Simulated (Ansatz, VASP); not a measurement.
# SrO: VASP beside Ansatz

INCAR

```
  ALGO = Normal
  EDIFF = 1E-8
  ENCUT = 520
  GGA = PS
  ISIF = 2
  ISMEAR = -1
  LASPH = True
  LCHARG = False
  LEFG = True
  LREAL = False
  LWAVE = False
  NBANDS = 15
  NELM = 100
  PREC = Accurate
  SIGMA = 0.03
```

The input KPOINTS:

```
k-points
0
Gamma
  8 8 8
```

Contents of POSCAR:

```
SrO
1.0
    0.0000000000      2.5173403822      2.5173403822
    2.5173403822      0.0000000000      2.5173403822
    2.5173403822      2.5173403822      0.0000000000
Sr O
1 1
Direct
    0.0000000000      0.0000000000      0.0000000000
    0.5000000000      0.5000000000      0.5000000000
```

Input for Ansatz:

```yaml
crystal:
  lattice:
    - [0.0, 2.5173403822, 2.5173403822]
    - [2.5173403822, 0.0, 2.5173403822]
    - [2.5173403822, 2.5173403822, 0.0]
  atoms:
    - { symbol: Sr, position: [0.0, 0.0, 0.0] }
    - { symbol: O, position: [0.5, 0.5, 0.5] }
kpoints:
  mp_grid: { grid: [8, 8, 8] }
scf:
  occupations: { method: fermi_dirac, width: 0.03 }
hamiltonian:
  xc: pbesol
  pseudopotentials: { kind: paw }
output:
  forces: true
  stress: true
  eigenvalues: true
  efg: { contact_densities: true }
  write_density: true
  write_potential: true
  elf: true
  volumetric_format: npy
```

Change from the starting cell: volume scaled by 0.94, PAW files.

Alike in both runs: task electric field gradients; functional PBEsol; k mesh 8 × 8 × 8; occupations fermi-dirac, width 0.03 eV; no spin polarisation.

|  | VASP | Ansatz |
| --- | --- | --- |
| version | VASP 6.6.1 | Ansatz 0.2.0 |
| potentials or method | VASP PAW PBE potentials, release 64 (Sr_sv, O) | PAW with Ansatz's default frozen-core files, scalar-relativistic |
| plane-wave cutoff (eV) | 520 | 420 |
| valence electrons in the cell | 16 | 16 |

```csv
,VASP,Ansatz,Ansatz less VASP
gap on the k mesh at the Fermi level (eV),3.10,3.15,+0.055
pressure (GPa),6.3,5.5,-0.81
```

VASP's potentials were made for PBE, not for PBEsol. The functional is the same, so the differences come from potentials, cutoffs and numerics.
